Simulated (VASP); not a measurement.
Here is a VASP 6.6.1 calculation.

POSCAR

```
Sn
1.0
   -1.6833755250      1.7311583250      2.3383420000
    1.6833755250     -1.7311583250      2.3383420000
    1.6833755250      1.7311583250     -2.3383420000
Sn
1
Direct
    0.0000000000      0.0000000000      0.0000000000
```

Contents of INCAR.step1:

```
SYSTEM = Sn
ALGO = Normal
EDIFF = 1E-4
ENCUT = 520
GGA = PE
ISMEAR = 0
LASPH = .TRUE.
LCHARG = .FALSE.
LREAL = .FALSE.
LWAVE = .TRUE.
NBANDS = 13
NELM = 100
PREC = Accurate
SIGMA = 0.15
```

File INCAR.step2:

```
SYSTEM = Sn
ALGO = Normal
EDIFF = 1E-6
ENCUT = 520
ISIF = 2
ISMEAR = 0
ISTART = 1
LASPH = .TRUE.
LCHARG = .FALSE.
LMIXTAU = .TRUE.
LREAL = .FALSE.
LWAVE = .FALSE.
METAGGA = R2SCAN
NBANDS = 13
NELM = 100
PREC = Accurate
SIGMA = 0.15
```

The input KPOINTS:

```
k-points
0
G
  20 20 20
  0 0 0
```

Potentials or basis: VASP PAW PBE potentials, release 64 (Sn_d).

Launch:

```bash
$ cat potpaw_PBE.64/Sn_d/POTCAR > POTCAR
$ cp INCAR.step1 INCAR
$ mpirun -np 1 vasp_std > vasp.out
$ cp INCAR.step2 INCAR
$ mpirun -np 1 vasp_std > vasp.out
```

(1) Estimate the band gap on the k mesh.

(2) What does it give for the pressure?

Results:

(1) zero (band 7 reaches 15.91 eV, above the bottom of band 8 at 5.94 eV).

(2) 0.2 GPa.

Caveat: the cell differs from its parent crystal (strain -0.0250 x Voigt [1, 1, 0, 0, 0, 0]); the PAW data sets were made with another functional, which shifts forces and pressure a little; spin-orbit coupling is left out, which moves the levels of the heavy elements.
